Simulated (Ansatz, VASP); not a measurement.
**BaTiO3: VASP beside Ansatz**

```xyz
5
Lattice="2.9892 1.7258 2.4518 -2.9892 1.7258 2.4518 0.0000 -3.4517 2.4518" Properties=species:S:1:pos:R:3 pbc="T T T"
Ba    0.0000    0.0000    0.1025
Ti    0.0000    0.0000    3.8748
O    -1.4290    0.8250    4.7329
O     0.0000   -1.6500    4.7329
O     1.4290    0.8250    4.7329
```

Alike in both runs: task single point; functional PBE; k mesh 6 × 6 × 6; occupations gaussian, width 0.02 eV; no spin polarisation; Hubbard terms Ti d U = 4.0 eV.

|  | VASP | Ansatz |
| --- | --- | --- |
| version | VASP 6.6.1 | Ansatz 0.2.0 |
| potentials or method | VASP PAW PBE potentials, release 64 (Ba_sv, Ti_sv, O_h), cutoff 1340 eV | scalar-relativistic, plane waves, PAW |
| valence electrons in the cell | 40 | 40 |

|  | VASP | Ansatz | Ansatz less VASP |
| --- | --- | --- | --- |
| gap on the k mesh at the Fermi level (eV) | 3.20 | 3.18 | -0.019 |
| least direct gap on the mesh (eV) | 3.80 | 3.77 | -0.032 |
| pressure (GPa) | -5.9 | -8.4 | -2.49 |
| traceless stress, the component that is largest in VASP (GPa) | 1.16 | 1.82 | +0.663 |
| rms of the force components (eV/Å) | 0.316 | 0.000 | -0.3163 |

The programs project onto different local orbitals, so the same U acts differently, and such runs can settle in different states. Atom by atom the forces differ by 0.316 eV/Å (rms over components).

Neither program's run includes spin-orbit coupling.
